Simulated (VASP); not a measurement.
# Al in VASP: single point with PBE

Aim: the single point of Al with PBE.

All numbers are computed with VASP 6.6.1; they aren't measurements. Logs are shortened: lines on timing, memory, paths and dates and some standing lists are left out, and cuts for length are marked.

## 1. The cell of the first run

The cell holds a slab with vacuum, 5 atoms: a = 2.857 Å, b = 2.857 Å, c = 23.330 Å, α = 90.00°, β = 90.00°, γ = 120.00°.

## 2. Single point, PBE

File INCAR:

```
PREC = Accurate ; ENCUT = 400
EDIFF = 1E-6 ; ISMEAR = -1
SIGMA = 0.1 ; LREAL = False
LASPH = True ; NELM = 120
ALGO = Normal ; ISIF = 2
LWAVE = False ; LCHARG = False
GGA = PE ; NBANDS = 16
GGA_COMPAT = False ; NELMDL = -8
```

File KPOINTS:

```
regular mesh
0
Gamma
  8 8 1
```

File POSCAR:

```
Al
1.0
    2.8567110000      0.0000000000      0.0000000000
   -1.4283560000      2.4739850000      0.0000000000
    0.0000000000      0.0000000000     23.3299800000
Al
5
Direct
    0.0000000000      0.0000000000      0.3000430000
    0.3333330000      0.6666670000      0.4000220000
    0.6666670000      0.3333330000      0.5000000000
    0.0000000000      0.0000000000      0.5999780000
    0.3333330000      0.6666670000      0.6999570000
```

Potentials or basis: VASP PAW PBE potentials, release 64 (Al).

The run is started by

```console
$ cat potpaw_PBE.64/Al/POTCAR > POTCAR
$ mpirun -np 1 vasp_std > vasp.out
```

OUTCAR:

```text
PREC = Accurate
   ENCUT = 400
   EDIFF = 1E-6
   ISMEAR = -1
   LREAL = False
   LASPH = True
   NELM = 120
   ISIF = 2
   GGA = PE
   NELMDL = -8

 ion  position               nearest neighbor table
   1  0.000  0.000  0.300-   2 2.86   2 2.86   2 2.86
   2  0.333  0.667  0.400-   3 2.86   3 2.86   3 2.86   1 2.86   1 2.86   1 2.86
   3  0.667  0.333  0.500-   2 2.86   4 2.86   2 2.86   4 2.86   4 2.86   2 2.86
   4  0.000  0.000  0.600-   3 2.86   3 2.86   3 2.86   5 2.86   5 2.86   5 2.86
   5  0.333  0.667  0.700-   4 2.86   4 2.86   4 2.86

  LATTYP: Found a hexagonal cell.
 ALAT       =     2.8567110000
 C/A-ratio  =     8.1667274008

  Lattice vectors:

 A1 = (   2.8567110000,   0.0000000000,   0.0000000000)
 A2 = (  -1.4283560000,   2.4739850000,   0.0000000000)
 A3 = (   0.0000000000,   0.0000000000,  23.3299800000)

Analysis of symmetry for initial positions (statically):
=====================================================================
 Subroutine PRICEL returns:
 Original cell was already a primitive cell.

 Routine SETGRP: Setting up the symmetry group for a
 hexagonal supercell.

 Subroutine GETGRP returns: Found 12 space group operations
 (whereof  6 operations were pure point group operations)
 out of a pool of 24 trial point group operations.

The static configuration has the point symmetry C_3v.
 The point group associated with its full space group is D_3d.

Analysis of symmetry for dynamics (positions and initial velocities):
=====================================================================
 Subroutine PRICEL returns:
 Original cell was already a primitive cell.

 Routine SETGRP: Setting up the symmetry group for a
 hexagonal supercell.

 Subroutine GETGRP returns: Found 12 space group operations
 (whereof  6 operations were pure point group operations)
 out of a pool of 24 trial point group operations.

The dynamic configuration has the point symmetry C_3v.
 The point group associated with its full space group is D_3d.

 Subroutine INISYM returns: Found 12 space group operations
 (whereof  6 operations are pure point group operations),
 and found     1 'primitive' translations

----------------------------------------------------------------------------------------

                                     Primitive cell

  volume of cell :     164.8837

  direct lattice vectors                    reciprocal lattice vectors
     2.856711000  0.000000000  0.000000000     0.350052910  0.202103155  0.000000000
    -1.428356000  2.473985000  0.000000000     0.000000000  0.404206169  0.000000000
     0.000000000  0.000000000 23.329980000     0.000000000  0.000000000  0.042863303

  length of vectors
     2.856711000  2.856711859 23.329980000     0.404206291  0.404206169  0.042863303

  position of ions in fractional coordinates (direct lattice)
     0.000000000  0.000000000  0.300043000
     0.333333000  0.666667000  0.400022000
     0.666667000  0.333333000  0.500000000
     0.000000000  0.000000000  0.599978000
     0.333333000  0.666667000  0.699957000

  ion indices of the primitive-cell ions
   primitive index   ion index
                 1           1
                 2           2
                 3           3
                 4           4
                 5           5

----------------------------------------------------------------------------------------

 KPOINTS: regular mesh

Automatic generation of k-mesh.
 Grid dimensions read from file:
 generate k-points for:    8    8    1

 Generating k-lattice:

  Cartesian coordinates                     Fractional coordinates (reciprocal lattice)
     0.043756614  0.025262894  0.000000000     0.125000000  0.000000000  0.000000000
     0.000000000  0.050525771  0.000000000     0.000000000  0.125000000  0.000000000
     0.000000000  0.000000000  0.042863303     0.000000000  0.000000000  1.000000000

  Length of vectors
     0.050525786  0.050525771  0.042863303

  Shift w.r.t. Gamma in fractional coordinates (k-lattice)
     0.000000000  0.000000000  0.000000000

 Subroutine IBZKPT returns following result:
 ===========================================

 Found     10 irreducible k-points:

 Following reciprocal coordinates:
            Coordinates               Weight
  0.000000  0.000000  0.000000      1.000000
  0.125000  0.000000  0.000000      6.000000
  0.250000  0.000000  0.000000      6.000000
  0.375000  0.000000  0.000000      6.000000
  0.500000  0.000000  0.000000      3.000000
  0.125000  0.125000  0.000000      6.000000
  0.250000  0.125000  0.000000     12.000000
  0.375000  0.125000  0.000000     12.000000
  0.250000  0.250000  0.000000      6.000000
  0.375000  0.250000  0.000000      6.000000
   k-points           NKPTS =     10   k-points in BZ     NKDIM =     10   number of bands    NBANDS=     16
   number of dos      NEDOS =    301   number of ions     NIONS =      5
   total plane-waves  NPLWV =  64000
   dimension x,y,z NGX =    20 NGY =   20 NGZ =  160
   dimension x,y,z NGXF=    40 NGYF=   40 NGZF=  320
   ions per type =               5
   NGX,Y,Z   is equivalent  to a cutoff of  11.64, 11.64, 11.40 a.u.
   NGXF,Y,Z  is equivalent  to a cutoff of  23.28, 23.28, 22.80 a.u.
 SYSTEM =  unknown system
   PREC   = accura    normal or accurate (medium, high low for compatibility)
   ISTART =      0    job   : 0-new  1-cont  2-samecut
   ICHARG =      2    charge: 1-file 2-atom 10-const
   ISPIN  =      1    spin polarized calculation?
   LNONCOLLINEAR =      F non collinear calculations
   LSORBIT =      F    spin-orbit coupling
   LASPH  =      T    aspherical Exc in radial PAW
   ENCUT  =  400.0 eV  29.40 Ry    5.42 a.u.   4.66  4.66 38.05*2*pi/ulx,y,z
   NELM   =    120;   NELMIN=  2; NELMDL= -8     # of ELM steps
   EDIFF  = 0.1E-05   stopping-criterion for ELM
   LREAL  =      F    real-space projection
   EDIFFG = 0.1E-04   stopping-criterion for IOM
   NSW    =      0    number of steps for IOM
   IBRION =     -1    ionic relax: 0-MD 1-quasi-New 2-CG
   NFREE  =      0    steps in history (QN), initial steepest desc. (CG)
   ISIF   =      2    stress and relaxation
   ISYM   =      2    0-nonsym 1-usesym 2-fastsym
   POTIM  = 0.5000    time-step for ionic-motion
   TEBEG  =    0.0;   TEEND  =   0.0 temperature during run
   PSTRESS=    0.0 pullay stress
   NELECT =      15.0000    total number of electrons
   NUPDOWN=      -1.0000    fix difference up-down
   EMIN   =  10.00;   EMAX   =-10.00  energy-range for DOS
   EFERMI =   0.00;   METHOD = LEGACY
   ISMEAR =    -1;   SIGMA  =   0.10  broadening in eV -4-tet -1-fermi 0-gaus
   EFERMI_NEDOS =   21; number of points for ismear=-14 and -15
   IALGO  =     38    algorithm
   IMIX   =      4    mixing-type and parameters
     AMIX     =   0.40;   BMIX     =  1.00
     AMIX_MAG =   1.60;   BMIX_MAG =  1.00
  volume/ion in A,a.u.               =      32.98       222.54
  Fermi-wavevector in a.u.,A,eV,Ry     =   0.736285  1.391377  7.375932  0.542116
  Thomas-Fermi vector in A             =   1.829687
   LORBIT       =      0    0 simple, 1 ext, 2 COOP (PROOUT), +10 PAW based schemes
   GGA     = PE    functional components
   LHFCALC =     F    Hartree Fock is set to
   AEXX    =    0.0000 exact exchange contribution
   IVDW    =     0    specifies the selected vdW correction
   LEPSILON=     F    determine dielectric tensor
   LRPA    =     F    only Hartree local field effects (RPA)
 non-spin polarized calculation
  energy-cutoff  :      400.00
  volume of cell :      164.88
 maximum number of plane-waves:      3029
 NGX is ok and might be reduce to    20
   NGX =  9   NGY =  9   NGZ = 77

 number of electron      15.0000000 magnetization

 Free energy of the ion-electron system (eV)
  ---------------------------------------------------
  ext. energy  EPLUGINS =         0.00000000
  ---------------------------------------------------
  free energy    TOTEN  =       -17.98928597 eV

  energy without entropy =      -17.90214500  energy(sigma->0) =      -17.94571548

 E-fermi :   2.0040     XC(G=0):  -5.8958

 val. band max:        1.8802973696   @ k =   0.1250   0.1250   0.0000
 cond. band min:       2.0687177484   @ k =   0.3750   0.0000   0.0000
 fundamental gap:      0.1884203788
 Fermi energy:         2.0040276925

 k-point     1 :       0.0000    0.0000    0.0000
  band No.  band energies     occupation
      1      -8.8941      2.00000
      2      -8.2072      2.00000
      3      -7.0936      2.00000
      4      -5.5498      2.00000
      5      -3.6345      2.00000
      6      -1.5915      2.00000
[... 8 lines left out ...]
     15      11.4074      0.00000
     16      12.9744      0.00000

 k-point     2 :       0.1250    0.0000    0.0000
  band No.  band energies     occupation
      1      -8.5172      2.00000
      2      -7.8318      2.00000
      3      -6.7204      2.00000
      4      -5.1793      2.00000
      5      -3.2644      2.00000
      6      -1.2379      2.00000
[... 8 lines left out ...]
     15       9.4580      0.00000
     16      10.2544      0.00000

 k-point     3 :       0.2500    0.0000    0.0000
  band No.  band energies     occupation
      1      -7.3924      2.00000
      2      -6.7115      2.00000
      3      -5.6072      2.00000
      4      -4.0751      2.00000
      5      -2.1669      2.00000
      6      -0.1831      2.00000
[... 8 lines left out ...]
     15       7.8708      0.00000
     16       8.9792      0.00000

 k-point     4 :       0.3750    0.0000    0.0000
  band No.  band energies     occupation
      1      -5.5376      2.00000
      2      -4.8648      2.00000
      3      -3.7747      2.00000
      4      -2.2677      2.00000
      5      -0.4692      2.00000
      6       0.2522      2.00000
[... 8 lines left out ...]
     15       8.1355      0.00000
     16       8.2339      0.00000

 k-point     5 :       0.5000    0.0000    0.0000
  band No.  band energies     occupation
      1      -3.0021      2.00000
      2      -2.9697      2.00000
      3      -2.3441      2.00000
      4      -2.3168      2.00000
      5      -1.4233      2.00000
      6      -1.1399      2.00000
[... 8 lines left out ...]
     15       7.8139      0.00000
     16       8.1985      0.00000

 k-point     6 :       0.1250    0.1250    0.0000
  band No.  band energies     occupation
      1      -7.7663      2.00000
      2      -7.0839      2.00000
      3      -5.9772      2.00000
      4      -4.4418      2.00000
      5      -2.5302      2.00000
      6      -0.5330      2.00000
[... 8 lines left out ...]
     15       7.6569      0.00000
     16       8.0808      0.00000

 k-point     7 :       0.2500    0.1250    0.0000
  band No.  band energies     occupation
      1      -6.2765      2.00000
      2      -5.6003      2.00000
      3      -4.5039      2.00000
      4      -2.9833      2.00000
      5      -1.0953      2.00000
      6       0.8425      1.99998
[... 8 lines left out ...]
     15       6.9562      0.00000
     16       7.5121      0.00000

 k-point     8 :       0.3750    0.1250    0.0000
  band No.  band energies     occupation
      1      -4.0718      2.00000
      2      -3.4072      2.00000
      3      -2.3362      2.00000
      4      -1.2172      2.00000
      5      -0.8980      2.00000
      6      -0.5238      2.00000
[... 8 lines left out ...]
     15       6.0059      0.00000
     16       6.3448      0.00000

 k-point     9 :       0.2500    0.2500    0.0000
  band No.  band energies     occupation
      1      -4.4365      2.00000
      2      -3.7692      2.00000
      3      -2.6898      2.00000
      4      -1.2052      2.00000
      5       0.5091      2.00000
      6       1.2106      1.99928
[... 8 lines left out ...]
     15       5.3121      0.00000
     16       6.5220      0.00000

 k-point    10 :       0.3750    0.2500    0.0000
  band No.  band energies     occupation
      1      -1.9256      2.00000
      2      -1.8895      2.00000
      3      -1.2828      2.00000
      4      -1.2370      2.00000
      5      -0.3776      2.00000
      6      -0.0913      2.00000
[... 8 lines left out ...]
     15       5.0674      0.00000
     16       5.3075      0.00000

------------------------ aborting loop because EDIFF is reached ----------------------------------------

  FORCE on cell =-STRESS in cart. coord.  units (eV):
  Direction    XX          YY          ZZ          XY          YZ          ZX
  --------------------------------------------------------------------------------------
  -------------------------------------------------------------------------------------
  Total       -1.4215753     -1.4215761      0.5339019      0.0000003      0.0000000      0.0000000
  in kB      -13.8134673    -13.8134751      5.1879322      0.0000028      0.0000000      0.0000000
  external PRESSURE =      -7.4796701 kB  Pullay stress =       0.0000000 kB

 VOLUME and BASIS-vectors are now :
 -----------------------------------------------------------------------------
  energy-cutoff  :      400.00
  volume of cell :      164.88
      direct lattice vectors                 reciprocal lattice vectors
     2.856711000  0.000000000  0.000000000     0.350052910  0.202103155  0.000000000
    -1.428356000  2.473985000  0.000000000     0.000000000  0.404206169  0.000000000
     0.000000000  0.000000000 23.329980000     0.000000000  0.000000000  0.042863303

 POSITION                                       TOTAL-FORCE (eV/Angst)
 -----------------------------------------------------------------------------------
      0.00000      0.00000      7.00000        -0.000000      0.000000     -0.103409
     -0.00000      1.64932      9.33251        -0.000000      0.000000      0.089580
      1.42836      0.82466     11.66499         0.000000     -0.000000     -0.000000
      0.00000      0.00000     13.99747         0.000000     -0.000000     -0.089580
     -0.00000      1.64932     16.32998         0.000000     -0.000000      0.103409
 -----------------------------------------------------------------------------------
    total drift:                               -0.000033      0.000019      0.000018

  FREE ENERGIE OF THE ION-ELECTRON SYSTEM (eV)
  ---------------------------------------------------
  free  energy   TOTEN  =       -17.9892859720 eV

  energy  without entropy=      -17.9021449979  energy(sigma->0) =      -17.94571548
```

It took 19 s on 1 thread of Intel Xeon 6975P-C (Granite Rapids), shared host; peak memory 0.22 GiB.

What came out:

| Property | Result |
| --- | --- |
| Free energy | -17.9893 eV |
| Largest force | 0.103 eV/Å |
| Band gap on the k mesh | zero (an odd number of electrons rules out a gap without spin polarisation) |

Forces on the atoms (eV/Å):
```
Al   0.000  0.000 -0.103
Al   0.000  0.000  0.090
Al   0.000  0.000  0.000
Al   0.000  0.000 -0.090
Al   0.000  0.000  0.103
```
